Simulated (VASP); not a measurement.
# TaN (P-6m2) in VASP: notebook

Runs on TaN. Level: PBEsol. Tasks: single point.

Everything below comes from runs of VASP 6.6.1. Logs are shortened: lines on timing, memory, paths and dates and some standing lists are left out, and cuts for length are marked.

### Step 1. The cell of the first run

The structure is hexagonal, space group P-6m2 (No. 187). Conventional cell: a = 2.879 Å, b = 2.879 Å, c = 3.002 Å, α = 90.00°, β = 90.00°, γ = 120.00°. Within 3.0 Å of Ta (site symmetry -6m2) lie 6 N at 2.24 Å and 6 Ta at 2.88 Å. N (site symmetry -6m2) has 6 Ta at 2.24 Å and 6 N at 2.88 Å within 3.0 Å.

### Step 2. Single point, PBEsol

File INCAR:

```
SYSTEM = TaN
PREC     = Accurate       ! precision mode
ENCUT    = 520            ! plane-wave cutoff, eV
EDIFF    = 1E-6           ! SCF threshold, eV
ISMEAR   = -1             ! smearing method
SIGMA    = 0.05           ! smearing width, eV
LREAL    = .False.        ! projectors in reciprocal space
LASPH    = .True.         ! aspherical terms in the spheres
NELM     = 80             ! most SCF steps
ALGO     = Normal         ! electronic algorithm
ISIF     = 2              ! what is computed and relaxed
LWAVE    = .False.        ! write WAVECAR
LCHARG   = .True.         ! write CHGCAR
GGA      = PS             ! functional
LELF     = .True.         ! ELF
LVHAR    = .True.       
NBANDS   = 15             ! bands
```

File KPOINTS:

```
regular mesh
0
Gamma
  13 13 12
  0 0 0
```

File POSCAR:

```
TaN
1.0
    2.8792400000      0.0000000000      0.0000000000
   -1.4396200000      2.4934953400      0.0000000000
    0.0000000000      0.0000000000      3.0018742191
Ta N
1 1
Direct
    0.3333333333      0.6666666667      0.5000000000
    0.0000000000      0.0000000000      0.0000000000
```

Potentials or basis: VASP PAW PBE potentials, release 64 (Ta_pv, N).

Launch:

```sh
cat potpaw_PBE.64/Ta_pv/POTCAR potpaw_PBE.64/N/POTCAR > POTCAR
mpirun -np 1 vasp_std > vasp.out
```

OUTCAR:

```text
SYSTEM = TaN
   PREC = Accurate
   ENCUT = 520
   EDIFF = 1E-6
   ISMEAR = -1
   LREAL = .False.
   LASPH = .True.
   NELM = 80
   ISIF = 2
   GGA = PS

 ion  position               nearest neighbor table
   1  0.333  0.667  0.500-   2 2.24   2 2.24   2 2.24   2 2.24   2 2.24   2 2.24
   2  0.000  0.000  0.000-   1 2.24   1 2.24   1 2.24   1 2.24   1 2.24   1 2.24

  LATTYP: Found a hexagonal cell.
 ALAT       =     2.8792400000
 C/A-ratio  =     1.0425925658

  Lattice vectors:

 A1 = (   2.8792400000,   0.0000000000,   0.0000000000)
 A2 = (  -1.4396200000,   2.4934953400,   0.0000000000)
 A3 = (   0.0000000000,   0.0000000000,   3.0018742191)

Analysis of symmetry for initial positions (statically):
=====================================================================
 Subroutine PRICEL returns:
 Original cell was already a primitive cell.

 Routine SETGRP: Setting up the symmetry group for a
 hexagonal supercell.

 Subroutine GETGRP returns: Found 12 space group operations
 (whereof 12 operations were pure point group operations)
 out of a pool of 24 trial point group operations.

The static configuration has the point symmetry D_3h.

Analysis of symmetry for dynamics (positions and initial velocities):
=====================================================================
 Subroutine PRICEL returns:
 Original cell was already a primitive cell.

 Routine SETGRP: Setting up the symmetry group for a
 hexagonal supercell.

 Subroutine GETGRP returns: Found 12 space group operations
 (whereof 12 operations were pure point group operations)
 out of a pool of 24 trial point group operations.

The dynamic configuration has the point symmetry D_3h.

 Subroutine INISYM returns: Found 12 space group operations
 (whereof 12 operations are pure point group operations),
 and found     1 'primitive' translations

----------------------------------------------------------------------------------------

                                     Primitive cell

  volume of cell :      21.5516

  direct lattice vectors                    reciprocal lattice vectors
     2.879240000  0.000000000  0.000000000     0.347313874  0.200521730  0.000000000
    -1.439620000  2.493495340  0.000000000     0.000000000  0.401043461  0.000000000
     0.000000000  0.000000000  3.001874219     0.000000000  0.000000000  0.333125217

  length of vectors
     2.879240000  2.879240309  3.001874219     0.401043504  0.401043461  0.333125217

  position of ions in fractional coordinates (direct lattice)
     0.333333333  0.666666667  0.500000000
     0.000000000  0.000000000  0.000000000

  ion indices of the primitive-cell ions
   primitive index   ion index
                 1           1
                 2           2

----------------------------------------------------------------------------------------

 KPOINTS: regular mesh

Automatic generation of k-mesh.
 Grid dimensions read from file:
 generate k-points for:   13   13   12

 Generating k-lattice:

  Cartesian coordinates                     Fractional coordinates (reciprocal lattice)
     0.026716452  0.015424748  0.000000000     0.076923077  0.000000000  0.000000000
     0.000000000  0.030849497  0.000000000     0.000000000  0.076923077  0.000000000
     0.000000000  0.000000000  0.027760435     0.000000000  0.000000000  0.083333333

  Length of vectors
     0.030849500  0.030849497  0.027760435

  Shift w.r.t. Gamma in fractional coordinates (k-lattice)
     0.000000000  0.000000000  0.000000000

 Subroutine IBZKPT returns following result:
 ===========================================

 Found    147 irreducible k-points:

 Following reciprocal coordinates:
            Coordinates               Weight
  0.000000  0.000000  0.000000      1.000000
  0.076923  0.000000  0.000000      6.000000
  0.153846  0.000000  0.000000      6.000000
  0.230769  0.000000  0.000000      6.000000
  0.307692  0.000000  0.000000      6.000000
  0.384615  0.000000  0.000000      6.000000
[... 16 lines left out ...]
  0.076923  0.000000  0.083333     12.000000
  0.153846  0.000000  0.083333     12.000000
 [... further k-points ...]
   k-points           NKPTS =    147   k-points in BZ     NKDIM =    147   number of bands    NBANDS=     15
   number of dos      NEDOS =    301   number of ions     NIONS =      2
   total plane-waves  NPLWV =  13824
   dimension x,y,z NGX =    24 NGY =   24 NGZ =   24
   dimension x,y,z NGXF=    48 NGYF=   48 NGZF=   48
   ions per type =               1   1
   NGX,Y,Z   is equivalent  to a cutoff of  13.86, 13.86, 13.29 a.u.
   NGXF,Y,Z  is equivalent  to a cutoff of  27.71, 27.71, 26.58 a.u.
 SYSTEM =  TaN
   PREC   = accura    normal or accurate (medium, high low for compatibility)
   ISTART =      0    job   : 0-new  1-cont  2-samecut
   ICHARG =      2    charge: 1-file 2-atom 10-const
   ISPIN  =      1    spin polarized calculation?
   LNONCOLLINEAR =      F non collinear calculations
   LSORBIT =      F    spin-orbit coupling
   LASPH  =      T    aspherical Exc in radial PAW
   ENCUT  =  520.0 eV  38.22 Ry    6.18 a.u.   5.35  5.35  5.58*2*pi/ulx,y,z
   NELM   =     80;   NELMIN=  2; NELMDL= -5     # of ELM steps
   EDIFF  = 0.1E-05   stopping-criterion for ELM
   LREAL  =      F    real-space projection
   EDIFFG = 0.1E-04   stopping-criterion for IOM
   NSW    =      0    number of steps for IOM
   IBRION =     -1    ionic relax: 0-MD 1-quasi-New 2-CG
   NFREE  =      0    steps in history (QN), initial steepest desc. (CG)
   ISIF   =      2    stress and relaxation
   ISYM   =      2    0-nonsym 1-usesym 2-fastsym
   POTIM  = 0.5000    time-step for ionic-motion
   TEBEG  =    0.0;   TEEND  =   0.0 temperature during run
   PSTRESS=    0.0 pullay stress
   NELECT =      16.0000    total number of electrons
   NUPDOWN=      -1.0000    fix difference up-down
   EMIN   =  10.00;   EMAX   =-10.00  energy-range for DOS
   EFERMI =   0.00;   METHOD = LEGACY
   ISMEAR =    -1;   SIGMA  =   0.05  broadening in eV -4-tet -1-fermi 0-gaus
   EFERMI_NEDOS =   21; number of points for ismear=-14 and -15
   IALGO  =     38    algorithm
   IMIX   =      4    mixing-type and parameters
     AMIX     =   0.40;   BMIX     =  1.00
     AMIX_MAG =   1.60;   BMIX_MAG =  1.00
  volume/ion in A,a.u.               =      10.78        72.72
  Fermi-wavevector in a.u.,A,eV,Ry     =   1.482365  2.801264 29.897528  2.197406
  Thomas-Fermi vector in A             =   2.596160
   LORBIT       =      0    0 simple, 1 ext, 2 COOP (PROOUT), +10 PAW based schemes
   GGA     = PS    functional components
   LHFCALC =     F    Hartree Fock is set to
   AEXX    =    0.0000 exact exchange contribution
   IVDW    =     0    specifies the selected vdW correction
   LEPSILON=     F    determine dielectric tensor
   LRPA    =     F    only Hartree local field effects (RPA)
 non-spin polarized calculation
  energy-cutoff  :      520.00
  volume of cell :       21.55
 maximum number of plane-waves:       612
 NGX is ok and might be reduce to    24
   NGX = 11   NGY = 11   NGZ = 11

 number of electron      15.9999997 magnetization

 Free energy of the ion-electron system (eV)
  ---------------------------------------------------
  ext. energy  EPLUGINS =         0.00000000
  ---------------------------------------------------
  free energy    TOTEN  =       -23.69920114 eV

  energy without entropy =      -23.69850435  energy(sigma->0) =      -23.69885275

 E-fermi :   8.0986     XC(G=0): -13.5141

 val. band max:        7.9996972920   @ k =   0.0000   0.0000   0.4167
 cond. band min:       8.1233038532   @ k =   0.0769   0.0000   0.5000
 fundamental gap:      0.1236065613
 Fermi energy:         8.0985930969

 k-point     1 :       0.0000    0.0000    0.0000
  band No.  band energies     occupation
      1     -26.8611      2.00000
      2     -26.3797      2.00000
      3     -26.3797      2.00000
      4      -9.5748      2.00000
      5       3.6227      2.00000
      6       4.0128      2.00000
      7       4.0128      2.00000
      8       4.8324      2.00000
      9      10.8313      0.00000
     10      11.3315      0.00000
     11      11.3315      0.00000
     12      11.9729      0.00000
     13      11.9729      0.00000
     14      21.0275      0.00000
     15      21.4568      0.00000

 k-point     2 :       0.0769    0.0000    0.0000
  band No.  band energies     occupation
      1     -26.8509      2.00000
      2     -26.4554      2.00000
      3     -26.3958      2.00000
      4      -9.4458      2.00000
      5       3.5702      2.00000
      6       3.8728      2.00000
      7       4.1081      2.00000
      8       4.6435      2.00000
      9      10.9554      0.00000
     10      11.3677      0.00000
     11      11.3834      0.00000
     12      11.8987      0.00000
     13      12.1353      0.00000
     14      21.0674      0.00000
     15      21.4587      0.00000

 k-point     3 :       0.1538    0.0000    0.0000
  band No.  band energies     occupation
      1     -26.8225      2.00000
      2     -26.6602      2.00000
      3     -26.4402      2.00000
      4      -9.0847      2.00000
      5       2.7365      2.00000
      6       4.1693      2.00000
      7       4.3326      2.00000
      8       4.3608      2.00000
      9      10.3599      0.00000
     10      11.5155      0.00000
     11      11.6998      0.00000
     12      12.3936      0.00000
     13      12.4977      0.00000
     14      21.1277      0.00000
     15      21.4574      0.00000
[... 343 lines left out ...]
 k-point    23 :       0.0769    0.0000    0.0833
  band No.  band energies     occupation
      1     -26.8992      2.00000
      2     -26.4513      2.00000
      3     -26.3923      2.00000
      4      -9.3158      2.00000
      5       3.1357      2.00000
      6       3.6850      2.00000
      7       4.1513      2.00000
      8       5.2346      2.00000
      9      10.5830      0.00000
     10      10.6434      0.00000
     11      11.4218      0.00000
     12      12.4492      0.00000
     13      12.5249      0.00000
     14      21.1716      0.00000
     15      21.4909      0.00000

 k-point    24 :       0.1538    0.0000    0.0833
  band No.  band energies     occupation
      1     -26.8701      2.00000
      2     -26.6545      2.00000
      3     -26.4365      2.00000
      4      -8.9717      2.00000
      5       2.7657      2.00000
      6       3.3502      2.00000
      7       4.3723      2.00000
      8       5.0829      2.00000
      9      10.2852      0.00000
     10      10.6734      0.00000
     11      12.0082      0.00000
     12      12.4573      0.00000
     13      13.0949      0.00000
     14      21.0414      0.00000
     15      21.4408      0.00000

 [... further k-points ...]
[... 5 lines left out ...]
  --------------------------------------------------------------------------------------
  -------------------------------------------------------------------------------------
  Total        1.0419310      1.0419313     -4.0818064     -0.0000000      0.0000000      0.0000000
  in kB       77.4587735     77.4587957   -303.4478485     -0.0000000      0.0000000      0.0000000
  external PRESSURE =     -49.5100931 kB  Pullay stress =       0.0000000 kB

 VOLUME and BASIS-vectors are now :
 -----------------------------------------------------------------------------
  energy-cutoff  :      520.00
  volume of cell :       21.55
      direct lattice vectors                 reciprocal lattice vectors
     2.879240000  0.000000000  0.000000000     0.347313874  0.200521730  0.000000000
    -1.439620000  2.493495340  0.000000000     0.000000000  0.401043461  0.000000000
     0.000000000  0.000000000  3.001874219     0.000000000  0.000000000  0.333125217

 POSITION                                       TOTAL-FORCE (eV/Angst)
 -----------------------------------------------------------------------------------
     -0.00000      1.66233      1.50094        -0.000000      0.000000      0.000000
      0.00000      0.00000      0.00000         0.000000     -0.000000      0.000000
 -----------------------------------------------------------------------------------
    total drift:                                0.000000      0.000004     -0.000000

  FREE ENERGIE OF THE ION-ELECTRON SYSTEM (eV)
  ---------------------------------------------------
  free  energy   TOTEN  =       -23.6992011383 eV

  energy  without entropy=      -23.6985043534  energy(sigma->0) =      -23.69885275
```

Run time: 15 s. Hardware: 1 thread of Intel Xeon 6975P-C (Granite Rapids), shared host; peak memory 0.17 GiB.

What came out:

| Item | Value |
| --- | --- |
| Free energy | -23.6992 eV |
| Pressure | -5.0 GPa |
| Band gap on the k mesh | zero (band 8 reaches 8.33 eV, above the bottom of band 9 at 7.90 eV) |

Levels at points of the mesh, in eV from the Fermi level:
| k point | band 4 | band 5 | band 6 | band 7 | band 8 | band 9 | band 10 | band 11 | band 12 | band 13 |
| --- | --- | --- | --- | --- | --- | --- | --- | --- | --- | --- |
| (0.00, 0.00, 0.00) | -17.67 | -4.48 | -4.09 | -4.09 | -3.27 | 2.73 | 3.23 | 3.23 | 3.87 | 3.87 |
| (0.00, 0.00, 0.50) | -15.17 | -9.45 | -3.23 | -3.23 | -0.20 | -0.20 | 1.49 | 3.67 | 3.67 | 8.47 |

Caveat: the PAW data sets were made with another functional, which shifts forces and pressure a little; spin-orbit coupling is left out, which moves the levels of the heavy elements.

(Continued in part 2 of 2.)
